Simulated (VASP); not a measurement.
Input of a VASP 6.6.1 run:

Contents of INCAR:

```
PREC = Accurate
ENCUT = 520
EDIFF = 1E-7
ISMEAR = -1
SIGMA = 0.1
LREAL = False
LASPH = True
NELM = 60
ALGO = Normal
ISIF = 2
LWAVE = False
LCHARG = True
GGA = CA
LELF = True
LVHAR = True
NBANDS = 17
```

Contents of KPOINTS:

```
Automatic mesh
0
Gamma
  12 12 12
```

POSCAR

```
Ni
1.0
    0.0000000000      2.5322910010      2.5322910010
    2.5322910010      0.0000000000      2.5322910010
    2.5322910010      2.5322910010      0.0000000000
Ni
2
Direct
    0.1250000000      0.1250000000      0.1250000000
    0.8750000000      0.8750000000      0.8750000000
```

Potentials or basis: VASP PAW LDA potentials, release 64 (Ni).

Launch:

```sh
$ cat potpaw_LDA.64/Ni/POTCAR > POTCAR
$ mpirun -np 1 vasp_std > vasp.out
```

Predict the pressure.

-7.7 GPa.

Estimate the band gap on the k mesh.

zero (band 10 reaches 4.44 eV, above the bottom of band 11 at 4.13 eV).

Caveat: the run has no spin polarisation, though such a crystal can be magnetic. Spin polarisation is off, so any magnetic state and its effect on volume and gap are missing.
